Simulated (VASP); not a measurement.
CO, 2 atoms in the cell. The cell holds a molecule in a box, 2 atoms: a = 15.000 Å, b = 15.500 Å, c = 16.000 Å, α = 90.00°, β = 90.00°, γ = 90.00°. 

```yaml
Program: VASP 6.6.1
Task: single point
Functional: PBE
Dispersion: D3(BJ)
Potentials_or_basis: VASP PAW PBE potentials, release 64 (C_h, O_h)
Cutoff: 1000 eV
k_mesh: 1 × 1 × 1
Occupations: gaussian, width 0.005 eV
Spin: no spin polarisation
Dipole_correction: no
Further_INCAR_settings: ALGO = Normal; EDIFF = 1e-06; NBANDS = 12; ISYM = 0; NELMDL = -8
```

Potentials or basis: VASP PAW PBE potentials, release 64 (C_h, O_h).

Run with:

```sh
$ cat potpaw_PBE.64/C_h/POTCAR potpaw_PBE.64/O_h/POTCAR > POTCAR
$ mpirun -np 1 vasp_gam > vasp.out
```

Hardware: 1 thread of Intel(R) Xeon(R) 6975P-C (Granite Rapids) (shared host).

Question: Estimate the wall time of this run.

Answer: Run time: 8 min on 1 thread of Intel(R) Xeon(R) 6975P-C (Granite Rapids) (shared host), peak memory 5.4 GiB. Counts: scf iterations 25, k points 1.
